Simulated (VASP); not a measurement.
Wanted: the native input for a VASP 6.6.1 run.

```yaml
Task: relaxation of cell and atoms
Functional: PBEsol
Potentials_or_basis: VASP PAW PBE potentials, release 64 (Ba_sv, S)
Cutoff: 600 eV
k_mesh: 7 × 7 × 7
Occupations: fermi-dirac, width 0.05 eV
Spin: no spin polarisation
Target_pressure: 5 GPa
Dipole_correction: no
Further_INCAR_settings: ALGO = Normal; EDIFF = 1e-06; IBRION = 2; EDIFFG = -0.01; NSW = 80; ISIF = 3
```

The structure of BaS lies in POSCAR:

```
BaS
1.0
    0.0000000000      3.1937500000      3.1937500000
    3.1937500000      0.0000000000      3.1937500000
    3.1937500000      3.1937500000      0.0000000000
Ba S
1 1
Direct
    0.0000000000      0.0000000000      0.0000000000
    0.5000000000      0.5000000000      0.5000000000
```

These files were run (other wordings do the same):

INCAR

```
PREC = Accurate ; ENCUT = 600
EDIFF = 1E-6 ; ISMEAR = -1
SIGMA = 0.05 ; LREAL = F
LASPH = T ; NELM = 80
ALGO = Normal ; ISIF = 3
LWAVE = F ; LCHARG = F
GGA = PS ; IBRION = 2
NSW = 80 ; EDIFFG = -0.01
PSTRESS = 50.0
```

KPOINTS

```
Automatic mesh
0
Gamma
  7 7 7
```

Potentials or basis: VASP PAW PBE potentials, release 64 (Ba_sv, S).

Launch:

```sh
$ cat potpaw_PBE.64/Ba_sv/POTCAR potpaw_PBE.64/S/POTCAR > POTCAR
$ mpirun -np 1 vasp_std > vasp.out
```

Results of the run:

- Relaxed volume: 29.48 Å³/atom
- Relaxed cell: a = 4.369 Å, b = 4.369 Å, c = 4.369 Å, α = 60.00°, β = 60.00°, γ = 60.00°
- Space group after relaxing (to 0.1 Å): Fm-3m (No. 225)
- Energy change on relaxing (the run minimises the enthalpy): +38.2 meV/atom
- Ionic steps: 3
- Pressure after relaxing: 5.0 GPa
- Band gap on the k mesh: 1.84 eV (least direct gap 1.92 eV)

Caveat: the cell is relaxed towards a set pressure, so the run minimises the enthalpy, not the energy; the PAW data sets were made with another functional, which shifts forces and pressure a little; spin-orbit coupling is left out, which moves the levels of the heavy elements; an odd mesh through Γ misses points on the zone boundary, where band edges can lie.

Run time: 44 s on 1 thread of Intel(R) Xeon(R) Platinum 8259CL CPU @ 2.50GHz (Skylake/Cascade Lake), with other jobs on the host, peak memory 0.22 GiB.
